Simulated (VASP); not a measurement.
# SnO2 (R-3m) in VASP: further runs

Runs on SnO2. Level: PBE. Tasks: single point.

Program: VASP 6.6.1. These are calculated values, not measurements. Logs are shortened: lines on timing, memory, paths and dates and some standing lists are left out, and cuts for length are marked.

## 1. The cell of the first run

Symmetry: R-3m, No. 166, trigonal system. The conventional cell has a = 3.205 Å, b = 3.205 Å, c = 14.622 Å, α = 90.00°, β = 90.00°, γ = 120.00°. Sn (site symmetry -3m) has 6 O at 2.10 Å within 2.8 Å. Within 2.8 Å of O (site symmetry 3m) lie 3 Sn at 2.10 Å and 3 O at 2.72 Å.

## 2. Single point, PBE (atoms shifted along a free coordinate)

The input, INCAR:

```
PREC = Accurate
ENCUT = 520
EDIFF = 1E-6
ISMEAR = 0
SIGMA = 0.05
LREAL = False
LASPH = True
NELM = 100
ALGO = Normal
ISIF = 2
LWAVE = False
LCHARG = False
GGA = PE
NBANDS = 20
```

The input, KPOINTS:

```
regular mesh
0
Gamma
  12 12 12
```

The input, POSCAR:

```
SnO2
1.0
    1.6022668400      0.9250691914      4.8741482374
   -1.6022668400      0.9250691914      4.8741482374
    0.0000000000     -1.8501383828      4.8741482374
Sn O
1 2
Direct
    0.5000000000      0.5000000000      0.5000000000
    0.2348826742      0.2348826742      0.2348826742
    0.7651173258      0.7651173258      0.7651173258
```

Potentials or basis: VASP PAW PBE potentials, release 64 (Sn_d, O).

Started as:

```bash
$ cat potpaw_PBE.64/Sn_d/POTCAR potpaw_PBE.64/O/POTCAR > POTCAR
$ mpirun -np 1 vasp_std > vasp.out
```

OUTCAR:

```text
PREC = Accurate
   ENCUT = 520
   EDIFF = 1E-6
   ISMEAR = 0
   LREAL = False
   LASPH = True
   NELM = 100
   ISIF = 2
   GGA = PE

 ion  position               nearest neighbor table
   1  0.500  0.500  0.500-   2 2.10   2 2.10   3 2.10   3 2.10   2 2.10   3 2.10
   2  0.235  0.235  0.235-   1 2.10   1 2.10   1 2.10
   3  0.765  0.765  0.765-   1 2.10   1 2.10   1 2.10

  LATTYP: Found a trigonal (rhomboedric) cell.
 ALAT       =     5.2134761029
 COS(alpha) =     0.8110943660

  Lattice vectors:

 A1 = (   1.6022668400,   0.9250691914,   4.8741482374)
 A2 = (  -1.6022668400,   0.9250691914,   4.8741482374)
 A3 = (   0.0000000000,  -1.8501383828,   4.8741482374)

Analysis of symmetry for initial positions (statically):
=====================================================================
 Subroutine PRICEL returns:
 Original cell was already a primitive cell.

 Routine SETGRP: Setting up the symmetry group for a
 trigonal (rhombohedral) supercell.

 Subroutine GETGRP returns: Found 12 space group operations
 (whereof 12 operations were pure point group operations)
 out of a pool of 12 trial point group operations.

The static configuration has the point symmetry D_3d.

Analysis of symmetry for dynamics (positions and initial velocities):
=====================================================================
 Subroutine PRICEL returns:
 Original cell was already a primitive cell.

 Routine SETGRP: Setting up the symmetry group for a
 trigonal (rhombohedral) supercell.

 Subroutine GETGRP returns: Found 12 space group operations
 (whereof 12 operations were pure point group operations)
 out of a pool of 12 trial point group operations.

The dynamic configuration has the point symmetry D_3d.

 Subroutine INISYM returns: Found 12 space group operations
 (whereof 12 operations are pure point group operations),
 and found     1 'primitive' translations

----------------------------------------------------------------------------------------

                                     Primitive cell

  volume of cell :      43.3470

  direct lattice vectors                    reciprocal lattice vectors
     1.602266840  0.925069191  4.874148237     0.312057884  0.180166703  0.068388017
    -1.602266840  0.925069191  4.874148237    -0.312057884  0.180166703  0.068388017
     0.000000000 -1.850138383  4.874148237     0.000000000 -0.360333407  0.068388017

  length of vectors
     5.213476103  5.213476103  5.213476103     0.366765709  0.366765709  0.366765709

  position of ions in fractional coordinates (direct lattice)
     0.500000000  0.500000000  0.500000000
     0.234882674  0.234882674  0.234882674
     0.765117326  0.765117326  0.765117326

  ion indices of the primitive-cell ions
   primitive index   ion index
                 1           1
                 2           2
                 3           3

----------------------------------------------------------------------------------------

 KPOINTS: regular mesh

Automatic generation of k-mesh.
 Grid dimensions read from file:
 generate k-points for:   12   12   12

 Generating k-lattice:

  Cartesian coordinates                     Fractional coordinates (reciprocal lattice)
     0.026004824  0.015013892  0.005699001     0.083333333  0.000000000  0.000000000
    -0.026004824  0.015013892  0.005699001     0.000000000  0.083333333  0.000000000
     0.000000000 -0.030027784  0.005699001     0.000000000  0.000000000  0.083333333

  Length of vectors
     0.030563809  0.030563809  0.030563809

  Shift w.r.t. Gamma in fractional coordinates (k-lattice)
     0.000000000  0.000000000  0.000000000

 Subroutine IBZKPT returns following result:
 ===========================================

 Found    189 irreducible k-points:

 Following reciprocal coordinates:
            Coordinates               Weight
  0.000000  0.000000  0.000000      1.000000
  0.083333  0.000000  0.000000      6.000000
  0.166667  0.000000  0.000000      6.000000
  0.250000 -0.000000  0.000000      6.000000
  0.333333  0.000000  0.000000      6.000000
  0.416667 -0.000000  0.000000      6.000000
[... 16 lines left out ...]
  0.500000  0.166667 -0.000000     12.000000
 -0.416667  0.166667  0.000000     12.000000
 [... further k-points ...]
   k-points           NKPTS =    189   k-points in BZ     NKDIM =    189   number of bands    NBANDS=     20
   number of dos      NEDOS =    301   number of ions     NIONS =      3
   total plane-waves  NPLWV =  64000
   dimension x,y,z NGX =    40 NGY =   40 NGZ =   40
   dimension x,y,z NGXF=    80 NGYF=   80 NGZF=   80
   ions per type =               1   2
   NGX,Y,Z   is equivalent  to a cutoff of  12.76, 12.76, 12.76 a.u.
   NGXF,Y,Z  is equivalent  to a cutoff of  25.51, 25.51, 25.51 a.u.
 SYSTEM =  unknown system
   PREC   = accura    normal or accurate (medium, high low for compatibility)
   ISTART =      0    job   : 0-new  1-cont  2-samecut
   ICHARG =      2    charge: 1-file 2-atom 10-const
   ISPIN  =      1    spin polarized calculation?
   LNONCOLLINEAR =      F non collinear calculations
   LSORBIT =      F    spin-orbit coupling
   LASPH  =      T    aspherical Exc in radial PAW
   ENCUT  =  520.0 eV  38.22 Ry    6.18 a.u.   9.69  9.69  9.69*2*pi/ulx,y,z
   NELM   =    100;   NELMIN=  2; NELMDL= -5     # of ELM steps
   EDIFF  = 0.1E-05   stopping-criterion for ELM
   LREAL  =      F    real-space projection
   EDIFFG = 0.1E-04   stopping-criterion for IOM
   NSW    =      0    number of steps for IOM
   IBRION =     -1    ionic relax: 0-MD 1-quasi-New 2-CG
   NFREE  =      0    steps in history (QN), initial steepest desc. (CG)
   ISIF   =      2    stress and relaxation
   ISYM   =      2    0-nonsym 1-usesym 2-fastsym
   POTIM  = 0.5000    time-step for ionic-motion
   TEBEG  =    0.0;   TEEND  =   0.0 temperature during run
   PSTRESS=    0.0 pullay stress
   NELECT =      26.0000    total number of electrons
   NUPDOWN=      -1.0000    fix difference up-down
   EMIN   =  10.00;   EMAX   =-10.00  energy-range for DOS
   EFERMI =   0.00;   METHOD = LEGACY
   ISMEAR =     0;   SIGMA  =   0.05  broadening in eV -4-tet -1-fermi 0-gaus
   EFERMI_NEDOS =   21; number of points for ismear=-14 and -15
   IALGO  =     38    algorithm
   IMIX   =      4    mixing-type and parameters
     AMIX     =   0.40;   BMIX     =  1.00
     AMIX_MAG =   1.60;   BMIX_MAG =  1.00
  volume/ion in A,a.u.               =      14.45        97.51
  Fermi-wavevector in a.u.,A,eV,Ry     =   1.380637  2.609026 25.934872  1.906159
  Thomas-Fermi vector in A             =   2.505496
   LORBIT       =      0    0 simple, 1 ext, 2 COOP (PROOUT), +10 PAW based schemes
   GGA     = PE    functional components
   LHFCALC =     F    Hartree Fock is set to
   AEXX    =    0.0000 exact exchange contribution
   IVDW    =     0    specifies the selected vdW correction
   LEPSILON=     F    determine dielectric tensor
   LRPA    =     F    only Hartree local field effects (RPA)
 non-spin polarized calculation
 Gauss-broadening in eV      SIGMA  =   0.05
  energy-cutoff  :      520.00
  volume of cell :       43.35
 maximum number of plane-waves:      1181
   NGX = 19   NGY = 19   NGZ = 19

 number of electron      26.0000001 magnetization

 Free energy of the ion-electron system (eV)
  ---------------------------------------------------
  ext. energy  EPLUGINS =         0.00000000
  ---------------------------------------------------
  free energy    TOTEN  =       -18.18045043 eV

  energy without entropy =      -18.18045043  energy(sigma->0) =      -18.18045043

 E-fermi :   3.5427     XC(G=0):  -9.9453

 val. band max:        3.2660913389   @ k =  -0.1667   0.2500   0.0833
 cond. band min:       5.4440828598   @ k =   0.0000   0.0000   0.0000
 fundamental gap:      2.1779915210
 Fermi energy:         3.5427200684

 k-point     1 :       0.0000    0.0000    0.0000
  band No.  band energies     occupation
      1     -16.7373      2.00000
      2     -16.4705      2.00000
      3     -16.4705      2.00000
      4     -16.2646      2.00000
      5     -16.2646      2.00000
      6     -14.7710      2.00000
[... 12 lines left out ...]
     19      20.5559      0.00000
     20      20.6893      0.00000

 k-point     2 :       0.0833    0.0000    0.0000
  band No.  band energies     occupation
      1     -16.7059      2.00000
      2     -16.5315      2.00000
      3     -16.4547      2.00000
      4     -16.2809      2.00000
      5     -16.2649      2.00000
      6     -14.7252      2.00000
[... 12 lines left out ...]
     19      19.0035      0.00000
     20      20.7234      0.00000

 k-point     3 :       0.1667    0.0000    0.0000
  band No.  band energies     occupation
      1     -16.7437      2.00000
      2     -16.5785      2.00000
      3     -16.4159      2.00000
      4     -16.3082      2.00000
      5     -16.2611      2.00000
      6     -14.5792      2.00000
[... 12 lines left out ...]
     19      17.6860      0.00000
     20      20.8610      0.00000

 k-point     4 :       0.2500   -0.0000    0.0000
  band No.  band energies     occupation
      1     -16.9572      2.00000
      2     -16.4792      2.00000
      3     -16.3805      2.00000
      4     -16.3259      2.00000
      5     -16.2372      2.00000
      6     -14.3292      2.00000
[... 12 lines left out ...]
     19      16.7494      0.00000
     20      20.4928      0.00000

 k-point     5 :       0.3333    0.0000    0.0000
  band No.  band energies     occupation
      1     -17.1557      2.00000
      2     -16.4238      2.00000
      3     -16.3691      2.00000
      4     -16.3013      2.00000
      5     -16.1879      2.00000
      6     -14.0094      2.00000
[... 12 lines left out ...]
     19      16.2345      0.00000
     20      18.8444      0.00000
[... 353 lines left out ...]
      6     -14.1062      2.00000
[... 12 lines left out ...]
     19      16.8379      0.00000
     20      19.3415      0.00000

 k-point    22 :       0.4167    0.1667   -0.0000
  band No.  band energies     occupation
      1     -17.0932      2.00000
      2     -16.5846      2.00000
      3     -16.3610      2.00000
      4     -16.3176      2.00000
      5     -16.1830      2.00000
      6     -13.7059      2.00000
[... 12 lines left out ...]
     19      16.9884      0.00000
     20      18.1778      0.00000

 k-point    23 :       0.5000    0.1667   -0.0000
  band No.  band energies     occupation
      1     -17.1861      2.00000
      2     -16.5812      2.00000
      3     -16.3783      2.00000
      4     -16.2739      2.00000
      5     -16.1839      2.00000
      6     -13.3280      2.00000
[... 12 lines left out ...]
     19      17.1088      0.00000
     20      17.3738      0.00000

 k-point    24 :      -0.4167    0.1667    0.0000
  band No.  band energies     occupation
      1     -17.2194      2.00000
      2     -16.5804      2.00000
      3     -16.3850      2.00000
      4     -16.2394      2.00000
      5     -16.2019      2.00000
      6     -13.1655      2.00000
[... 12 lines left out ...]
     19      16.4884      0.00000
     20      17.5691      0.00000

 [... further k-points ...]

------------------------ aborting loop because EDIFF is reached ----------------------------------------

  FORCE on cell =-STRESS in cart. coord.  units (eV):
  Direction    XX          YY          ZZ          XY          YZ          ZX
  --------------------------------------------------------------------------------------
  -------------------------------------------------------------------------------------
  Total        1.5304242      1.5304242      0.7000085      0.0000000     -0.0000000     -0.0000000
  in kB       56.5670282     56.5670282     25.8734813      0.0000000     -0.0000000     -0.0000000
  external PRESSURE =      46.3358459 kB  Pullay stress =       0.0000000 kB

 VOLUME and BASIS-vectors are now :
 -----------------------------------------------------------------------------
  energy-cutoff  :      520.00
  volume of cell :       43.35
      direct lattice vectors                 reciprocal lattice vectors
     1.602266840  0.925069191  4.874148237     0.312057884  0.180166703  0.068388017
    -1.602266840  0.925069191  4.874148237    -0.312057884  0.180166703  0.068388017
     0.000000000 -1.850138383  4.874148237     0.000000000 -0.360333407  0.068388017

 POSITION                                       TOTAL-FORCE (eV/Angst)
 -----------------------------------------------------------------------------------
      0.00000      0.00000      7.31122         0.000000     -0.000000      0.000000
      0.00000      0.00000      3.43456        -0.000000     -0.000000      0.359853
      0.00000      0.00000     11.18789        -0.000000      0.000000     -0.359853
 -----------------------------------------------------------------------------------
    total drift:                               -0.000000      0.000000     -0.000000

  FREE ENERGIE OF THE ION-ELECTRON SYSTEM (eV)
  ---------------------------------------------------
  free  energy   TOTEN  =       -18.1804504332 eV

  energy  without entropy=      -18.1804504332  energy(sigma->0) =      -18.18045043
```

Wall time 2.6 min (1 thread of Intel Xeon 6975P-C (Granite Rapids), shared host); peak memory 0.33 GiB.

What came out:

| Property | Result |
| --- | --- |
| Free energy | -18.1805 eV |
| Pressure | 4.6 GPa |
| Largest force | 0.360 eV/Å |
| Band gap on the k mesh | 2.18 eV (least direct gap 2.39 eV) |

Forces on the atoms (eV/Å):
```
Sn   0.000  0.000  0.000
O    0.000  0.000  0.360
O    0.000  0.000 -0.360
```

Stress tensor (GPa, compression positive):
```
5.66 0.00 0.00
0.00 5.66 0.00
0.00 0.00 2.59
```

Levels at points of the mesh, in eV from the valence-band top:
| k point | band 9 | band 10 | band 11 | band 12 | band 13 | band 14 | band 15 | band 16 | band 17 | band 18 |
| --- | --- | --- | --- | --- | --- | --- | --- | --- | --- | --- |
| (0.00, 0.00, 0.00) | -1.30 | -1.30 | -0.87 | -0.87 | -0.21 | 2.18 | 5.91 | 11.33 | 11.33 | 11.50 |
| (0.50, 0.00, 0.00) | -4.23 | -3.04 | -1.42 | -0.54 | -0.49 | 5.62 | 7.90 | 10.25 | 12.51 | 13.12 |
| (0.50, 0.50, 0.00) | -4.42 | -3.10 | -1.16 | -0.43 | -0.03 | 5.39 | 7.13 | 10.97 | 11.42 | 12.70 |
| (0.50, 0.50, 0.50) | -1.34 | -1.34 | -1.23 | -0.83 | -0.83 | 3.32 | 5.81 | 11.48 | 11.48 | 11.72 |

Caveat: the cell differs from its parent crystal (atoms shifted along a free coordinate); the cell stands under pressure; spin-orbit coupling is left out, which moves the levels of the heavy elements. A k mesh can miss the band edges.

## 3. Single point, PBE (atoms shifted along a free coordinate)

The input, INCAR:

```
ALGO = Normal ; EDIFF = 1E-6
ENCUT = 520 ; GGA = PE
ISIF = 2 ; ISMEAR = 0
LASPH = True ; LCHARG = False
LREAL = False ; LWAVE = False
NBANDS = 20 ; NELM = 80
PREC = Accurate ; SIGMA = 0.05
```

The input, KPOINTS:

```
k-points
0
Gamma
  12 12 12
```

The input, POSCAR:

```
SnO2
1.0
    1.6022668400      0.9250691914      4.8741482374
   -1.6022668400      0.9250691914      4.8741482374
    0.0000000000     -1.8501383828      4.8741482374
Sn O
1 2
Direct
    0.5000000000      0.5000000000      0.5000000000
    0.2464043750      0.2464043750      0.2464043750
    0.7535956250      0.7535956250      0.7535956250
```

Potentials or basis: VASP PAW PBE potentials, release 64 (Sn_d, O).

Started as:

```bash
$ cat potpaw_PBE.64/Sn_d/POTCAR potpaw_PBE.64/O/POTCAR > POTCAR
$ mpirun -np 1 vasp_std > vasp.out
```

Run time: 3.1 min. Hardware: 1 thread of Intel Xeon 6975P-C (Granite Rapids), shared host; peak memory 0.33 GiB.

Results (log left out):

```
Free energy            : -17.9223 eV
Pressure               : -7.5 GPa
Largest force          : 1.816 eV/Å
Band gap on the k mesh : 1.70 eV
```

Forces on the atoms (eV/Å):
```
Sn   0.000  0.000  0.000
O    0.000  0.000 -1.816
O    0.000  0.000  1.816
```

Stress tensor (GPa, compression positive):
```
 -4.04   0.00   0.00
  0.00  -4.04   0.00
  0.00   0.00 -14.40
```

Levels at points of the mesh, in eV from the valence-band top:
```tsv
k point	band 9	band 10	band 11	band 12	band 13	band 14	band 15	band 16	band 17	band 18
(0.00, 0.00, 0.00)	-0.90	-0.90	-0.60	-0.60	0.00	1.70	5.56	11.02	11.02	12.20
(0.50, 0.00, 0.00)	-3.96	-2.24	-1.78	-0.70	-0.60	4.64	6.93	10.01	11.29	11.45
(0.50, 0.50, 0.00)	-4.25	-2.39	-1.34	-0.40	-0.02	4.27	6.15	10.25	10.99	11.18
(0.50, 0.50, 0.50)	-1.27	-0.99	-0.99	-0.52	-0.52	3.11	5.42	11.19	11.19	13.04
```

Caveat: the cell differs from its parent crystal (atoms shifted along a free coordinate); the cell stands under tension; spin-orbit coupling is left out, which moves the levels of the heavy elements; forces of over 1 eV/Å act on the atoms, so gaps and moduli don't describe the material at rest. A k mesh can miss the band edges.
